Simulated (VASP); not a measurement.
# Si12O23 (a cell with a defect) in VASP: single point with PBE

Aim: the single point of Si12O23 (a cell with a defect) with PBE.

Everything below comes from runs of VASP 6.6.1. Logs are shortened: lines on timing, memory, paths and dates and some standing lists are left out, and cuts for length are marked.

### Step 1. The cell of the first run

The cell holds a defect, 35 atoms: a = 7.306 Å, b = 7.306 Å, c = 9.828 Å, α = 70.35°, β = 70.35°, γ = 71.26°.

### Step 2. Single point, PBE

File INCAR:

```
PREC = Accurate
ENCUT = 520
EDIFF = 1E-7
ISMEAR = 0
SIGMA = 0.02
LREAL = Auto
LASPH = True
NELM = 100
ALGO = Normal
ISIF = 2
LWAVE = False
LCHARG = True
GGA = PE
LELF = True
LVHAR = True
NBANDS = 116
```

File KPOINTS:

```
regular mesh
0
Gamma
  2 2 2
```

File POSCAR:

```
Si12O23
1.0
   -2.4570000000      4.2556490000      5.4060000000
    4.9140000000      0.0000000000      5.4060000000
    4.9140000000      8.5112980000      0.0000000000
Si O
12 23
Direct
    0.9267428332      0.3991052985      0.0373794677
    0.5697820964      0.0961254138      0.9489119511
   -0.0536877619      0.0117641585      0.2824753957
    0.9395438193      0.4041718669      0.5320489642
    0.5910657023      0.0887922333      0.4274915336
    0.0065884050     -0.0023279537      0.7749418550
    0.3820174401      0.9202028707      0.2882110182
    0.0717618113      0.5967505824      0.1998712675
    0.4983538293      0.4989312243      0.5097536268
    0.4527942013      0.9005665090      0.7698250972
    0.0720176172      0.5928967372      0.7052386486
    0.5031116161      0.5026632637      0.0062173307
    0.0241805943      0.1763958023      0.1268302294
    0.9723749603      0.5697724685      0.0848667821
    0.3075590650      0.5876098215      0.1263447212
    0.4650645435      0.3231320898      0.9641144677
    0.4819537575      0.9394646665      0.1072429815
    0.0539351827      0.9872344437      0.4068123092
    0.0289456220      0.1848862315      0.6285395709
    0.9859339665      0.5735571545      0.5800998980
    0.3141362256      0.5520774259      0.6491256076
    0.4935242254      0.3108564627      0.4602306398
    0.5373173197      0.9239116851      0.5904177114
    0.2108252383      0.9286372108      0.8293926244
    0.4835130184      0.6925550541      0.3648483823
    0.4520657555      0.0790524465      0.3281234918
    0.9647121746      0.8144498676      0.2319186332
    0.0422472365      0.4228084424      0.3550119606
    0.6990807064      0.4476830746      0.5635986298
    0.5559751855      0.6770431275      0.8547898050
    0.5121124731      0.0677465725      0.8125455208
    0.8129457248      0.0611650780      0.9090519847
    0.9747869766      0.8118691462      0.7370927181
    0.0173857668      0.4218073519      0.8593977415
    0.6867225362      0.4216313299      0.0847449972
```

Potentials or basis: VASP PAW PBE potentials, release 64 (Si, O).

Run with:

```console
$ cat potpaw_PBE.64/Si/POTCAR potpaw_PBE.64/O/POTCAR > POTCAR
$ mpirun -np 1 vasp_std > vasp.out
```

OUTCAR:

```text
PREC = Accurate
   ENCUT = 520
   EDIFF = 1E-7
   ISMEAR = 0
   LREAL = Auto
   LASPH = True
   NELM = 100
   ISIF = 2
   GGA = PE

 ion  position               nearest neighbor table
   1  0.927  0.399  0.037-  34 1.62  35 1.62  13 1.63  14 1.63   3 3.04  12 3.04  11 3.05   8 3.07

   2  0.570  0.096  0.949-  16 1.62  31 1.62  32 1.64  17 1.66   6 3.05  10 3.06  12 3.06   7 3.13

   3  0.946  0.012  0.282-  18 1.60  27 1.63  13 1.65   5 2.49   1 3.04   7 3.05
   4  0.940  0.404  0.532-  19 1.62  29 1.62  28 1.62  20 1.62   8 3.04  11 3.05   6 3.14   9 3.14

   5  0.591  0.089  0.427-  22 1.64  26 1.66  23 1.66   3 2.49   7 3.08  10 3.12
   6  0.007  0.998  0.775-  19 1.62  33 1.62  24 1.62  32 1.64   2 3.05  10 3.09  11 3.11   4 3.14

   7  0.382  0.920  0.288-  26 1.61  25 1.62  17 1.66  18 2.26   3 3.05   5 3.08   2 3.13
   8  0.072  0.597  0.200-  27 1.62  15 1.62  14 1.62  28 1.62   4 3.04   1 3.07  12 3.08
   9  0.498  0.499  0.510-  29 1.61  22 1.62  21 1.62  25 1.64  11 3.06   4 3.14
  10  0.453  0.901  0.770-  30 1.63  23 1.63  24 1.63  31 1.63  12 3.05   2 3.06   6 3.09   5 3.12

  11  0.072  0.593  0.705-  33 1.62  20 1.62  21 1.62  34 1.63   4 3.05   1 3.05   9 3.06   6 3.11

  12  0.503  0.503  0.006-  15 1.62  35 1.62  30 1.63  16 1.63   1 3.04  10 3.05   2 3.06   8 3.08

  13  0.024  0.176  0.127-   1 1.63   3 1.65
  14  0.972  0.570  0.085-   8 1.62   1 1.63
  15  0.308  0.588  0.126-  12 1.62   8 1.62
  16  0.465  0.323  0.964-   2 1.62  12 1.63
  17  0.482  0.939  0.107-   7 1.66   2 1.66
  18  0.054  0.987  0.407-   3 1.60   7 2.26
[... 15 lines left out ...]
  34  0.017  0.422  0.859-   1 1.62  11 1.63
  35  0.687  0.422  0.085-  12 1.62   1 1.62

  LATTYP: Found a base centered monoclinic cell.
 ALAT       =    11.8763100924
 B/A-ratio  =     0.7166617986
 C/A-ratio  =     0.8275297808
 COS(beta)  =    -0.4137648904

  Lattice vectors:

 A1 = (   2.4570000000,  -4.2556490000,  -5.4060000000)
 A2 = (  -4.9140000000,   0.0000000000,  -5.4060000000)
 A3 = (   4.9140000000,   8.5112980000,   0.0000000000)

Analysis of symmetry for initial positions (statically):
=====================================================================
 Subroutine PRICEL returns:
 Original cell was already a primitive cell.

 Routine SETGRP: Setting up the symmetry group for a
 base centered monoclinic supercell.

 Subroutine GETGRP returns: Found  1 space group operations
 (whereof  1 operations were pure point group operations)
 out of a pool of  4 trial point group operations.

The static configuration has the point symmetry C_1 .

Analysis of symmetry for dynamics (positions and initial velocities):
=====================================================================
 Subroutine PRICEL returns:
 Original cell was already a primitive cell.

 Routine SETGRP: Setting up the symmetry group for a
 base centered monoclinic supercell.

 Subroutine GETGRP returns: Found  1 space group operations
 (whereof  1 operations were pure point group operations)
 out of a pool of  4 trial point group operations.

The dynamic configuration has the point symmetry C_1 .

 Subroutine INISYM returns: Found  1 space group operations
 (whereof  1 operations are pure point group operations),
 and found     1 'primitive' translations

----------------------------------------------------------------------------------------

                                     Primitive cell

  volume of cell :     452.2067

  direct lattice vectors                    reciprocal lattice vectors
    -2.457000000  4.255649000  5.406000000    -0.101750102  0.058745446  0.092489826
     4.914000000  0.000000000  5.406000000     0.101750102 -0.058745446  0.092489826
     4.914000000  8.511298000  0.000000000     0.050875051  0.088118170 -0.046244913

  length of vectors
     7.305630254  7.305630158  9.828000287     0.149527518  0.149527518  0.111766160

  position of ions in fractional coordinates (direct lattice)
     0.926742833  0.399105298  0.037379468
     0.569782096  0.096125414  0.948911951
     0.946312238  0.011764159  0.282475396
     0.939543819  0.404171867  0.532048964
     0.591065702  0.088792233  0.427491534
     0.006588405  0.997672046  0.774941855
[... 27 lines left out ...]
     0.017385767  0.421807352  0.859397741
     0.686722536  0.421631330  0.084744997

  ion indices of the primitive-cell ions
   primitive index   ion index
                 1           1
                 2           2
                 3           3
                 4           4
                 5           5
                 6           6
[... 27 lines left out ...]
                34          34
                35          35

----------------------------------------------------------------------------------------

 KPOINTS: regular mesh

Automatic generation of k-mesh.
 Grid dimensions read from file:
 generate k-points for:    2    2    2

 Generating k-lattice:

  Cartesian coordinates                     Fractional coordinates (reciprocal lattice)
    -0.050875051  0.029372723  0.046244913     0.500000000  0.000000000 -0.000000000
     0.050875051 -0.029372723  0.046244913     0.000000000  0.500000000  0.000000000
     0.025437525  0.044059085 -0.023122457    -0.000000000  0.000000000  0.500000000

  Length of vectors
     0.074763759  0.074763759  0.055883080

  Shift w.r.t. Gamma in fractional coordinates (k-lattice)
     0.000000000  0.000000000  0.000000000

 Subroutine IBZKPT returns following result:
 ===========================================

 Found      8 irreducible k-points:

 Following reciprocal coordinates:
            Coordinates               Weight
  0.000000  0.000000  0.000000      1.000000
  0.500000  0.000000  0.000000      1.000000
  0.000000  0.500000 -0.000000      1.000000
  0.500000  0.500000  0.000000      1.000000
  0.000000 -0.000000  0.500000      1.000000
  0.500000 -0.000000  0.500000      1.000000
  0.000000  0.500000  0.500000      1.000000
  0.500000  0.500000  0.500000      1.000000
   k-points           NKPTS =      8   k-points in BZ     NKDIM =      8   number of bands    NBANDS=    116
   number of dos      NEDOS =    301   number of ions     NIONS =     35
   total plane-waves  NPLWV = 233280
   dimension x,y,z NGX =    54 NGY =   54 NGZ =   80
   dimension x,y,z NGXF=   108 NGYF=  108 NGZF=  160
   ions per type =              12  23
   NGX,Y,Z   is equivalent  to a cutoff of  12.29, 12.29, 13.53 a.u.
   NGXF,Y,Z  is equivalent  to a cutoff of  24.58, 24.58, 27.06 a.u.
 SYSTEM =  unknown system
   PREC   = accura    normal or accurate (medium, high low for compatibility)
   ISTART =      0    job   : 0-new  1-cont  2-samecut
   ICHARG =      2    charge: 1-file 2-atom 10-const
   ISPIN  =      1    spin polarized calculation?
   LNONCOLLINEAR =      F non collinear calculations
   LSORBIT =      F    spin-orbit coupling
   LASPH  =      T    aspherical Exc in radial PAW
   ENCUT  =  520.0 eV  38.22 Ry    6.18 a.u.  13.58 13.58 18.27*2*pi/ulx,y,z
   NELM   =    100;   NELMIN=  2; NELMDL= -5     # of ELM steps
   EDIFF  = 0.1E-06   stopping-criterion for ELM
   LREAL  =      T    real-space projection
   EDIFFG = 0.1E-05   stopping-criterion for IOM
   NSW    =      0    number of steps for IOM
   IBRION =     -1    ionic relax: 0-MD 1-quasi-New 2-CG
   NFREE  =      0    steps in history (QN), initial steepest desc. (CG)
   ISIF   =      2    stress and relaxation
   ISYM   =      2    0-nonsym 1-usesym 2-fastsym
   POTIM  = 0.5000    time-step for ionic-motion
   TEBEG  =    0.0;   TEEND  =   0.0 temperature during run
   PSTRESS=    0.0 pullay stress
   NELECT =     186.0000    total number of electrons
   NUPDOWN=      -1.0000    fix difference up-down
   EMIN   =  10.00;   EMAX   =-10.00  energy-range for DOS
   EFERMI =   0.00;   METHOD = LEGACY
   ISMEAR =     0;   SIGMA  =   0.02  broadening in eV -4-tet -1-fermi 0-gaus
   EFERMI_NEDOS =   21; number of points for ismear=-14 and -15
   IALGO  =     38    algorithm
   IMIX   =      4    mixing-type and parameters
     AMIX     =   0.40;   BMIX     =  1.00
     AMIX_MAG =   1.60;   BMIX_MAG =  1.00
  volume/ion in A,a.u.               =      12.92        87.19
  Fermi-wavevector in a.u.,A,eV,Ry     =   1.217494  2.300730 20.167801  1.482292
  Thomas-Fermi vector in A             =   2.352812
   LORBIT       =      0    0 simple, 1 ext, 2 COOP (PROOUT), +10 PAW based schemes
   GGA     = PE    functional components
   LHFCALC =     F    Hartree Fock is set to
   AEXX    =    0.0000 exact exchange contribution
   IVDW    =     0    specifies the selected vdW correction
   LEPSILON=     F    determine dielectric tensor
   LRPA    =     F    only Hartree local field effects (RPA)
 non-spin polarized calculation
 Gauss-broadening in eV      SIGMA  =   0.02
  energy-cutoff  :      520.00
  volume of cell :      452.21
 maximum number of plane-waves:     12202
   NGX = 27   NGY = 27   NGZ = 37

 number of electron     186.0000004 magnetization

 Free energy of the ion-electron system (eV)
  ---------------------------------------------------
  ext. energy  EPLUGINS =         0.00000000
  ---------------------------------------------------
  free energy    TOTEN  =      -271.77941080 eV

  energy without entropy =     -271.77941080  energy(sigma->0) =     -271.77941080

 E-fermi :   2.2384     XC(G=0):  -9.1799

 val. band max:        2.1020568039   @ k =   0.5000   0.5000   0.0000
 cond. band min:       5.4021691525   @ k =   0.5000   0.0000   0.0000
 fundamental gap:      3.3001123486
 Fermi energy:         2.2383610312

 k-point     1 :       0.0000    0.0000    0.0000
  band No.  band energies     occupation
      1     -18.2318      2.00000
      2     -17.7863      2.00000
      3     -17.7422      2.00000
      4     -17.5763      2.00000
      5     -17.3211      2.00000
      6     -17.1992      2.00000
[... 97 lines left out ...]
    104      10.2845      0.00000
    105      10.3279      0.00000

 k-point     2 :       0.5000    0.0000    0.0000
  band No.  band energies     occupation
      1     -17.9877      2.00000
      2     -17.9657      2.00000
      3     -17.7654      2.00000
      4     -17.6124      2.00000
      5     -17.3358      2.00000
      6     -17.3133      2.00000
[... 745 lines left out ...]
    104      10.0866      0.00000
    105      10.1832      0.00000
 [bands above 105 left out]

------------------------ aborting loop because EDIFF is reached ----------------------------------------

  FORCE on cell =-STRESS in cart. coord.  units (eV):
  Direction    XX          YY          ZZ          XY          YZ          ZX
  --------------------------------------------------------------------------------------
  -------------------------------------------------------------------------------------
  Total       -2.7427571      6.8737394      3.1383122     -0.6554558      2.6782550      7.6719852
  in kB       -9.7176432     24.3537957     11.1191028     -2.3222930      9.4891110     27.1819967
  external PRESSURE =       8.5850851 kB  Pullay stress =       0.0000000 kB

 VOLUME and BASIS-vectors are now :
 -----------------------------------------------------------------------------
  energy-cutoff  :      520.00
  volume of cell :      452.21
      direct lattice vectors                 reciprocal lattice vectors
    -2.457000000  4.255649000  5.406000000    -0.101750102  0.058745446  0.092489826
     4.914000000  0.000000000  5.406000000     0.101750102 -0.058745446  0.092489826
     4.914000000  8.511298000  0.000000000     0.050875051  0.088118170 -0.046244913

 POSITION                                       TOTAL-FORCE (eV/Angst)
 -----------------------------------------------------------------------------------
     -0.13212      4.26204      7.16753        -0.078831      0.094873     -0.040323
      3.73536     10.50127      3.59990         0.127372      0.047170     -0.163383
     -0.87920      6.43141      5.17936         1.485606     -0.832687     -1.225167
      2.29213      8.52680      7.26413         0.017212     -0.019864      0.022522
      1.08477      6.15388      3.67531        -0.263452     -0.183456      0.241879
      8.69444      6.62380      5.42903         0.044305      0.032094     -0.043592
[... 27 lines left out ...]
      6.25312      7.38858      2.37428         0.008291      0.012338     -0.004300
      0.80106      3.64374      5.99176        -0.009218     -0.008061      0.016576
 -----------------------------------------------------------------------------------
    total drift:                               -0.008643      0.018671      0.002800

  FREE ENERGIE OF THE ION-ELECTRON SYSTEM (eV)
  ---------------------------------------------------
  free  energy   TOTEN  =      -271.7794107976 eV

  energy  without entropy=     -271.7794107976  energy(sigma->0) =     -271.77941080
```

It took 47 min on 1 thread of Intel Xeon 8259CL, shared host; peak memory 0.64 GiB.

Results:

* Free energy: -271.7794 eV
* Pressure: 0.9 GPa
* Largest force: 4.333 eV/Å
* Band gap on the k mesh: 3.30 eV

Forces in eV/Å, atoms in the order of the input:
```
Si  -0.079  0.095 -0.040
Si   0.127  0.047 -0.163
Si   1.486 -0.833 -1.225
Si   0.017 -0.020  0.023
Si  -0.263 -0.183  0.242
Si   0.044  0.032 -0.044
Si   0.611  0.219 -0.198
Si   0.091 -0.040  0.065
Si   0.007 -0.032 -0.062
Si  -0.051 -0.068  0.030
Si   0.027  0.021 -0.009
Si   0.042  0.018  0.009
O    0.047  0.119 -0.155
O   -0.025  0.001 -0.012
O    0.004 -0.001 -0.020
O    0.010  0.022  0.004
O    0.659 -0.066 -0.424
O   -3.421  1.062  2.438
O    0.066 -0.056 -0.109
O    0.023  0.012 -0.005
O    0.031  0.019 -0.026
O   -0.042  0.023  0.041
O   -0.011 -0.022  0.184
O   -0.014 -0.049  0.015
O    0.298 -0.175 -0.244
O    0.270 -0.075 -0.095
O   -0.004  0.006 -0.002
O    0.002 -0.015 -0.011
O   -0.001 -0.099  0.048
O    0.005 -0.025 -0.012
O    0.008  0.089 -0.077
O    0.027  0.042 -0.186
O    0.009 -0.071  0.007
O    0.008  0.012 -0.004
O   -0.009 -0.008  0.017
```

Levels at points of the mesh, in eV from the valence-band top:
```csv
k point,band 91,band 92,band 93,band 94,band 95,band 96
"(0.00, 0.00, 0.00)",-1.27,-0.81,-0.42,3.52,5.33,5.88
"(0.50, 0.00, 0.00)",-1.10,-0.79,-0.04,3.30,5.68,6.14
"(0.00, 0.50, 0.00)",-1.13,-0.72,-0.42,3.60,5.59,5.92
"(0.50, 0.50, 0.00)",-1.09,-0.71,0.00,3.32,5.72,6.04
"(0.00, 0.00, 0.50)",-1.25,-0.86,-0.39,3.57,5.23,5.95
"(0.50, 0.00, 0.50)",-1.18,-0.86,-0.04,3.30,5.78,6.16
"(0.00, 0.50, 0.50)",-1.11,-0.69,-0.41,3.60,5.77,5.81
"(0.50, 0.50, 0.50)",-1.14,-0.68,-0.01,3.31,5.81,6.02
```

Caveat: the k points lie up to 0.47 Å⁻¹ apart.
